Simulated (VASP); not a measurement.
A run of VASP 6.6.1:

Contents of INCAR:

```
PREC = Accurate
ENCUT = 520
EDIFF = 1E-7
ISMEAR = 0
SIGMA = 0.1
LREAL = F
LASPH = T
NELM = 80
ALGO = Fast
ISIF = 2
LWAVE = F
LCHARG = F
GGA = PE
NBANDS = 33
```

The input KPOINTS:

```
Automatic mesh
0
Gamma
  12 12 8
```

POSCAR

```
SiNi2
1.0
    3.6772107240      0.0000000000      0.0000000000
   -1.8386053620      3.1845579021      0.0000000000
    0.0000000000      0.0000000000      5.1711445010
Si Ni
2 4
Direct
    0.3333333333      0.6666666667      0.7500000000
    0.6666666667      0.3333333333      0.2500000000
    0.0000000000      0.0000000000      0.0000000000
    0.0000000000      0.0000000000      0.5000000000
    0.3333333333      0.6666666667      0.2500000000
    0.6666666667      0.3333333333      0.7500000000
```

Potentials or basis: VASP PAW PBE potentials, release 64 (Si, Ni).

The run is started by

```console
$ cat potpaw_PBE.64/Si/POTCAR potpaw_PBE.64/Ni/POTCAR > POTCAR
$ mpirun -np 1 vasp_std > vasp.out
```

Hardware: 1 thread of Intel(R) Xeon(R) 6975P-C (Granite Rapids), on a shared host.

Estimate the wall time of this run.

Wall time 2.3 min on 1 thread of Intel(R) Xeon(R) 6975P-C (Granite Rapids) (shared host), peak memory 0.27 GiB. Counts: scf iterations 21, k points 95.
